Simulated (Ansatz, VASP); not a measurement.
# PbO: VASP beside Ansatz

```xyz
4
Lattice="-3.9880 0.0000 0.0000 0.0000 -3.9880 0.0000 0.0000 0.0000 5.3198" Properties=species:S:1:pos:R:3 pbc="T T T"
Pb    0.0000   -1.9940    1.2056
Pb   -1.9940    0.0000    4.1504
O     0.0000    0.0000    0.0181
O    -1.9940   -1.9940    0.0181
```

Alike in both runs: functional r2SCAN; k mesh 8 × 8 × 6; occupations gaussian, width 0.02 eV; no spin polarisation.

Ansatz relaxed the structure, and its values are those at the end. VASP's run is a single point on that final structure, the one shown.

|  | VASP | Ansatz |
| --- | --- | --- |
| version | VASP 6.6.1 | Ansatz 0.2.0 |
| potentials or method | VASP PAW PBE potentials, release 64 (Pb_d, O), cutoff 520 eV | scalar-relativistic, plane waves, PAW |
| valence electrons in the cell | 40 | 40 |

VASP gave:

```
gap on the k mesh at the Fermi level (eV) : 1.83
least direct gap on the mesh (eV)         : 2.51
pressure (GPa)                            : 0.5
rms of the force components (eV/Å)        : 0.045
```

Task: What did Ansatz give for the same quantities?

Result: gap on the k mesh at the Fermi level (eV): 1.83; least direct gap on the mesh (eV): 2.54; pressure (GPa): 0.0; rms of the force components (eV/Å): 0.000.

VASP's potentials were made for PBE, not for r2SCAN.

Spin-orbit coupling is off throughout.
